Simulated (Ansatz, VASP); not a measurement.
One calculation of CuAu, two programs

```
Cu Au
1.0
     2.80000    0.00000    0.00000
     0.00000    2.80000    0.00000
     0.00000    0.00000   24.17500
Cu Au
3 3
Cartesian
  1.4000 1.4000 7.5000
  1.4000 1.4000 11.1700
  1.4000 1.4000 14.8400
  0.0000 0.0000 9.3350
  0.0000 0.0000 13.0050
  0.0000 0.0000 16.6750
```

Alike in both runs: task single point; functional PBE; k mesh 9 × 9 × 1; occupations fermi-dirac, width 0.05 eV; no spin polarisation.

|  | VASP | Ansatz |
| --- | --- | --- |
| version | VASP 6.6.1 | Ansatz 0.2.0 |
| potentials or method | VASP PAW PBE potentials, release 64 (Cu, Au) | Ansatz PAW |
| plane-wave cutoff (eV) | 520 | 420 |
| valence electrons in the cell | 66 | 114 |

Ansatz gave:

```
gap on the k mesh at the Fermi level (eV)  : none
rms of the force components (eV/Å)         : 0.100
work function, face that differs most (eV) : 4.55
```

Question: Which values does VASP return?

Answer: gap on the k mesh at the Fermi level (eV): none; rms of the force components (eV/Å): 0.100; work function, face that differs most (eV): 4.54.

A gap of «none» marks a metal or a gap that the smearing closes. VASP's potentials hold 66 valence electrons a cell and Ansatz's 114, so a difference there can come from the potentials and not from the codes.

Neither program's run includes spin-orbit coupling.
